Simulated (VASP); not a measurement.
# Ge5H2 in VASP: further runs

Runs on Ge5H2. Level: PBE. Tasks: single point.

All numbers are computed with VASP 6.6.1; they aren't measurements. Logs are shortened: lines on timing, memory, paths and dates and some standing lists are left out, and cuts for length are marked.

### 1 The cell of the first run

The cell holds a slab with vacuum, 28 atoms: a = 8.147 Å, b = 8.147 Å, c = 19.518 Å, α = 90.00°, β = 90.00°, γ = 90.00°.

### 2 Single point, PBE

Contents of INCAR:

```
ALGO = Normal
DIPOL = 0.5 0.5 0.343
EDIFF = 1E-6
ENCUT = 410
GGA = PE
GGA_COMPAT = False
IDIPOL = 3
ISIF = 2
ISMEAR = 0
LASPH = True
LCHARG = False
LDIPOL = True
LREAL = False
LWAVE = False
NBANDS = 164
NELM = 120
NELMDL = -8
PREC = Accurate
SIGMA = 0.05
```

Contents of KPOINTS:

```
k-points
0
Gamma
  3 3 1
```

Contents of POSCAR:

```
Ge5H2
1.0
    8.1473826809      0.0000000000      0.0000000000
    0.0000000000      8.1473826809      0.0000000000
    0.0000000000      0.0000000000     19.5175094652
Ge H
20 8
Direct
    0.5000000000      0.5000000000      0.2513865784
    0.5000000000      0.0000000000      0.2513865784
    0.0000000000      0.5000000000      0.2513865784
    0.0000000000      0.0000000000      0.2513865784
    0.7500000000      0.5000000000      0.3251801834
    0.7500000000      0.0000000000      0.3251801834
    0.2500000000      0.5000000000      0.3251801834
    0.2500000000      0.0000000000      0.3251801834
    0.7581790246      0.7489849981      0.4024000604
    0.7581790246      0.2510150019      0.4024000604
    0.2369410528      0.7483076257      0.3966185869
    0.2369410528      0.2516923743      0.3966185869
    0.0077551199      0.7447712826      0.4821395942
    0.0077551199      0.2552287174      0.4821395942
    0.4958364044      0.7484433122      0.4745519371
    0.4958364044      0.2515566878      0.4745519371
    0.0599277986      0.0000000000      0.5553234273
    0.0595036355      0.5000000000      0.5663904131
    0.3499009306      0.0000000000      0.5125364634
    0.3508610448      0.5000000000      0.5168315620
    0.5083944213      0.6502083350      0.2033868863
    0.5083944213      0.3497916650      0.2033868863
    0.5083944213      0.1502083350      0.2033868863
    0.5083944213     -0.1502083350      0.2033868863
   -0.0083944213      0.3497916650      0.2033868863
   -0.0083944213      0.6502083350      0.2033868863
   -0.0083944213     -0.1502083350      0.2033868863
   -0.0083944213      0.1502083350      0.2033868863
```

Potentials or basis: VASP PAW PBE potentials, release 64 (Ge_d, H).

The run is started by

```console
$ cat potpaw_PBE.64/Ge_d/POTCAR potpaw_PBE.64/H/POTCAR > POTCAR
$ mpirun -np 1 vasp_std > vasp.out
```

OUTCAR:

```text
EDIFF = 1E-6
   ENCUT = 410
   GGA = PE
   ISIF = 2
   ISMEAR = 0
   LASPH = True
   LREAL = False
   NELM = 120
   NELMDL = -8
   PREC = Accurate

 ion  position               nearest neighbor table
   1  0.500  0.500  0.251-  21 1.54  22 1.54   5 2.49   7 2.49
   2  0.500  0.000  0.251-  23 1.54  24 1.54   6 2.49   8 2.49
   3  0.000  0.500  0.251-  25 1.54  26 1.54   5 2.49   7 2.49
   4  0.000  0.000  0.251-  27 1.54  28 1.54   6 2.49   8 2.49
   5  0.750  0.500  0.325-   1 2.49   3 2.49   9 2.53  10 2.53
   6  0.750  0.000  0.325-   2 2.49   4 2.49   9 2.54  10 2.54
[... 8 lines left out ...]
  15  0.496  0.748  0.475-  19 2.48  20 2.48   9 2.56  11 2.60
  16  0.496  0.252  0.475-  19 2.48  20 2.48  10 2.56  12 2.60
  17  0.060  0.000  0.555-  19 2.51  14 2.56  13 2.56
  18  0.060  0.500  0.566-  20 2.56  14 2.62  13 2.62
  19  0.350  0.000  0.513-  15 2.48  16 2.48  17 2.51
  20  0.351  0.500  0.517-  15 2.48  16 2.48  18 2.56
  21  0.508  0.650  0.203-   1 1.54
  22  0.508  0.350  0.203-   1 1.54
  23  0.508  0.150  0.203-   2 1.54
  24  0.508  0.850  0.203-   2 1.54
  25  0.992  0.350  0.203-   3 1.54
  26  0.992  0.650  0.203-   3 1.54
  27  0.992  0.850  0.203-   4 1.54
  28  0.992  0.150  0.203-   4 1.54

  LATTYP: Found a simple tetragonal cell.
 ALAT       =     8.1473826809
 C/A-ratio  =     2.3955557545

  Lattice vectors:

 A1 = (   8.1473826809,   0.0000000000,   0.0000000000)
 A2 = (   0.0000000000,   8.1473826809,   0.0000000000)
 A3 = (   0.0000000000,   0.0000000000,  19.5175094652)

Analysis of symmetry for initial positions (statically):
=====================================================================
 Subroutine PRICEL returns:
 Original cell was already a primitive cell.

 Routine SETGRP: Setting up the symmetry group for a
 simple tetragonal supercell.

 Subroutine GETGRP returns: Found  2 space group operations
 (whereof  2 operations were pure point group operations)
 out of a pool of 16 trial point group operations.

The static configuration has the point symmetry C_1h.

Analysis of symmetry for dynamics (positions and initial velocities):
=====================================================================
 Subroutine PRICEL returns:
 Original cell was already a primitive cell.

 Routine SETGRP: Setting up the symmetry group for a
 simple tetragonal supercell.

 Subroutine GETGRP returns: Found  2 space group operations
 (whereof  2 operations were pure point group operations)
 out of a pool of 16 trial point group operations.

The dynamic configuration has the point symmetry C_1h.

 Subroutine INISYM returns: Found  2 space group operations
 (whereof  2 operations are pure point group operations),
 and found     1 'primitive' translations

----------------------------------------------------------------------------------------

                                     Primitive cell

  volume of cell :    1295.5692

  direct lattice vectors                    reciprocal lattice vectors
     8.147382681  0.000000000  0.000000000     0.122738803  0.000000000  0.000000000
     0.000000000  8.147382681  0.000000000     0.000000000  0.122738803  0.000000000
     0.000000000  0.000000000 19.517509465     0.000000000  0.000000000  0.051236045

  length of vectors
     8.147382681  8.147382681 19.517509465     0.122738803  0.122738803  0.051236045

  position of ions in fractional coordinates (direct lattice)
     0.500000000  0.500000000  0.251386578
     0.500000000  0.000000000  0.251386578
     0.000000000  0.500000000  0.251386578
     0.000000000  0.000000000  0.251386578
     0.750000000  0.500000000  0.325180183
     0.750000000  0.000000000  0.325180183
[... 20 lines left out ...]
     0.991605579  0.849791665  0.203386886
     0.991605579  0.150208335  0.203386886

  ion indices of the primitive-cell ions
   primitive index   ion index
                 1           1
                 2           2
                 3           3
                 4           4
                 5           5
                 6           6
[... 20 lines left out ...]
                27          27
                28          28

----------------------------------------------------------------------------------------

 KPOINTS: k-points

Automatic generation of k-mesh.
 Grid dimensions read from file:
 generate k-points for:    3    3    1

 Generating k-lattice:

  Cartesian coordinates                     Fractional coordinates (reciprocal lattice)
     0.040912934  0.000000000  0.000000000     0.333333333  0.000000000  0.000000000
     0.000000000  0.040912934  0.000000000     0.000000000  0.333333333  0.000000000
     0.000000000  0.000000000  0.051236045     0.000000000  0.000000000  1.000000000

  Length of vectors
     0.040912934  0.040912934  0.051236045

  Shift w.r.t. Gamma in fractional coordinates (k-lattice)
     0.000000000  0.000000000  0.000000000

 Subroutine IBZKPT returns following result:
 ===========================================

 Found      4 irreducible k-points:

 Following reciprocal coordinates:
            Coordinates               Weight
  0.000000  0.000000  0.000000      1.000000
  0.333333  0.000000  0.000000      2.000000
  0.000000  0.333333  0.000000      2.000000
  0.333333  0.333333  0.000000      4.000000
   k-points           NKPTS =      4   k-points in BZ     NKDIM =      4   number of bands    NBANDS=    164
   number of dos      NEDOS =    301   number of ions     NIONS =     28
   total plane-waves  NPLWV = 408240
   dimension x,y,z NGX =    54 NGY =   54 NGZ =  140
   dimension x,y,z NGXF=   108 NGYF=  108 NGZF=  280
   ions per type =              20   8
   NGX,Y,Z   is equivalent  to a cutoff of  11.02, 11.02, 11.92 a.u.
   NGXF,Y,Z  is equivalent  to a cutoff of  22.04, 22.04, 23.85 a.u.
 SYSTEM =  unknown system
   PREC   = accura    normal or accurate (medium, high low for compatibility)
   ISTART =      0    job   : 0-new  1-cont  2-samecut
   ICHARG =      2    charge: 1-file 2-atom 10-const
   ISPIN  =      1    spin polarized calculation?
   LNONCOLLINEAR =      F non collinear calculations
   LSORBIT =      F    spin-orbit coupling
   LASPH  =      T    aspherical Exc in radial PAW
   ENCUT  =  410.0 eV  30.13 Ry    5.49 a.u.  13.45 13.45 32.22*2*pi/ulx,y,z
   NELM   =    120;   NELMIN=  2; NELMDL= -8     # of ELM steps
   EDIFF  = 0.1E-05   stopping-criterion for ELM
   LREAL  =      F    real-space projection
   EDIFFG = 0.1E-04   stopping-criterion for IOM
   NSW    =      0    number of steps for IOM
   IBRION =     -1    ionic relax: 0-MD 1-quasi-New 2-CG
   NFREE  =      0    steps in history (QN), initial steepest desc. (CG)
   ISIF   =      2    stress and relaxation
   ISYM   =      2    0-nonsym 1-usesym 2-fastsym
   POTIM  = 0.5000    time-step for ionic-motion
   TEBEG  =    0.0;   TEEND  =   0.0 temperature during run
   PSTRESS=    0.0 pullay stress
   NELECT =     288.0000    total number of electrons
   NUPDOWN=      -1.0000    fix difference up-down
   EMIN   =  10.00;   EMAX   =-10.00  energy-range for DOS
   EFERMI =   0.00;   METHOD = LEGACY
   ISMEAR =     0;   SIGMA  =   0.05  broadening in eV -4-tet -1-fermi 0-gaus
   EFERMI_NEDOS =   21; number of points for ismear=-14 and -15
   IALGO  =     38    algorithm
   IMIX   =      4    mixing-type and parameters
     AMIX     =   0.40;   BMIX     =  1.00
     AMIX_MAG =   1.60;   BMIX_MAG =  1.00
  volume/ion in A,a.u.               =      46.27       312.25
  Fermi-wavevector in a.u.,A,eV,Ry     =   0.991712  1.874063 13.381223  0.983492
  Thomas-Fermi vector in A             =   2.123472
   LORBIT       =      0    0 simple, 1 ext, 2 COOP (PROOUT), +10 PAW based schemes
   GGA     = PE    functional components
   LHFCALC =     F    Hartree Fock is set to
   AEXX    =    0.0000 exact exchange contribution
   IVDW    =     0    specifies the selected vdW correction
   LEPSILON=     F    determine dielectric tensor
   LRPA    =     F    only Hartree local field effects (RPA)
 non-spin polarized calculation
 Gauss-broadening in eV      SIGMA  =   0.05
  energy-cutoff  :      410.00
  volume of cell :     1295.57
 maximum number of plane-waves:     24481
 NGX is ok and might be reduce to    54
   NGX = 27   NGY = 27   NGZ = 65

 dipolmoment           0.000000      0.000000     -0.008406 electrons x Angstroem

 number of electron     288.0000271 magnetization

 dipolmoment           0.000000      0.000000      0.016012 electrons x Angstroem

 Free energy of the ion-electron system (eV)
  ---------------------------------------------------
  ext. energy  EPLUGINS =         0.00000000
  ---------------------------------------------------
  free energy    TOTEN  =      -111.21321180 eV

  energy without entropy =     -111.21321180  energy(sigma->0) =     -111.21321180

 E-fermi :  -1.1015     XC(G=0):  -4.5253

 val. band max:       -1.3220788810   @ k =   0.3333   0.0000   0.0000
 cond. band min:      -0.8572191568   @ k =   0.0000   0.0000   0.0000
 fundamental gap:      0.4648597242
 Fermi energy:        -1.1014537279

 k-point     1 :       0.0000    0.0000    0.0000
  band No.  band energies     occupation
      1     -26.1539      2.00000
      2     -26.1098      2.00000
      3     -26.0754      2.00000
      4     -26.0653      2.00000
      5     -26.0247      2.00000
      6     -26.0052      2.00000
[... 148 lines left out ...]
    155       1.1031      0.00000
    156       1.1728      0.00000

 k-point     2 :       0.3333    0.0000    0.0000
  band No.  band energies     occupation
      1     -26.1539      2.00000
      2     -26.1098      2.00000
      3     -26.0754      2.00000
      4     -26.0653      2.00000
      5     -26.0247      2.00000
      6     -26.0053      2.00000
[... 148 lines left out ...]
    155       1.5516      0.00000
    156       1.7183      0.00000

 k-point     3 :       0.0000    0.3333    0.0000
  band No.  band energies     occupation
      1     -26.1538      2.00000
      2     -26.1098      2.00000
      3     -26.0754      2.00000
      4     -26.0653      2.00000
      5     -26.0250      2.00000
      6     -26.0060      2.00000
[... 148 lines left out ...]
    155       1.4731      0.00000
    156       1.6696      0.00000

 k-point     4 :       0.3333    0.3333    0.0000
  band No.  band energies     occupation
      1     -26.1538      2.00000
      2     -26.1098      2.00000
      3     -26.0754      2.00000
      4     -26.0653      2.00000
      5     -26.0250      2.00000
      6     -26.0060      2.00000
[... 148 lines left out ...]
    155       1.7222      0.00000
    156       1.7712      0.00000
 [bands above 156 left out]

------------------------ aborting loop because EDIFF is reached ----------------------------------------

 vacuum level on the upper side and lower side of the slab       (xc-potential included)        -0.214        -0.192

  FORCE on cell =-STRESS in cart. coord.  units (eV):
  Direction    XX          YY          ZZ          XY          YZ          ZX
  --------------------------------------------------------------------------------------
  -------------------------------------------------------------------------------------
  Total       -7.2812113      6.2433988     -5.5785725      0.0000000      0.0000000     -0.0162945
  in kB       -9.0043753      7.7209552     -6.8987917      0.0000000      0.0000000     -0.0201507
  external PRESSURE =      -2.7274040 kB  Pullay stress =       0.0000000 kB

 VOLUME and BASIS-vectors are now :
 -----------------------------------------------------------------------------
  energy-cutoff  :      410.00
  volume of cell :     1295.57
      direct lattice vectors                 reciprocal lattice vectors
     8.147382681  0.000000000  0.000000000     0.122738803  0.000000000  0.000000000
     0.000000000  8.147382681  0.000000000     0.000000000  0.122738803  0.000000000
     0.000000000  0.000000000 19.517509465     0.000000000  0.000000000  0.051236045

 POSITION                                       TOTAL-FORCE (eV/Angst)
 -----------------------------------------------------------------------------------
      4.07369      4.07369      4.90644         0.067372      0.000000      0.234299
      4.07369      0.00000      4.90644         0.093774      0.000000      0.243172
      0.00000      4.07369      4.90644        -0.013409      0.000000      0.207256
      0.00000      0.00000      4.90644        -0.036780      0.000000      0.200950
      6.11054      4.07369      6.34671        -0.043244      0.000000      0.234104
      6.11054      0.00000      6.34671        -0.000755      0.000000      0.349890
[... 20 lines left out ...]
      8.07899      6.92358      3.96961         0.032151      0.041042      0.023046
      8.07899      1.22380      3.96961         0.032151     -0.041042      0.023046
 -----------------------------------------------------------------------------------
    total drift:                                0.013431      0.000000     -0.001472

  FREE ENERGIE OF THE ION-ELECTRON SYSTEM (eV)
  ---------------------------------------------------
  free  energy   TOTEN  =      -111.2132118013 eV

  energy  without entropy=     -111.2132118013  energy(sigma->0) =     -111.21321180

 vacuum level on the upper side and lower side of the slab         3.127         3.151
```

Wall time 39 min (1 thread of Intel Xeon Platinum 8488C (Sapphire Rapids), shared host); peak memory 1 GiB.

What came out:

- Free energy: -111.2132 eV
- Largest force: 0.714 eV/Å
- Band gap on the k mesh: 0.46 eV

Forces on the atoms (eV/Å):
```
Ge   0.067  0.000  0.234
Ge   0.094  0.000  0.243
Ge  -0.013  0.000  0.207
Ge  -0.037  0.000  0.201
Ge  -0.043  0.000  0.234
Ge  -0.001  0.000  0.350
Ge   0.035  0.000 -0.714
Ge  -0.040  0.000 -0.472
Ge  -0.004 -0.002  0.009
Ge  -0.004  0.002  0.009
Ge   0.003  0.012 -0.001
Ge   0.003 -0.012 -0.001
Ge   0.011 -0.020 -0.023
Ge   0.011  0.020 -0.023
Ge  -0.011  0.002 -0.012
Ge  -0.011 -0.002 -0.012
Ge   0.000  0.000  0.063
Ge   0.007  0.000 -0.499
Ge   0.009  0.000  0.012
Ge  -0.011  0.000 -0.011
H   -0.037 -0.041  0.021
H   -0.037  0.041  0.021
H   -0.051 -0.032  0.044
H   -0.051  0.032  0.044
H    0.023  0.047  0.013
H    0.023 -0.047  0.013
H    0.032  0.041  0.023
H    0.032 -0.041  0.023
```

(Continued in part 2 of 2.)
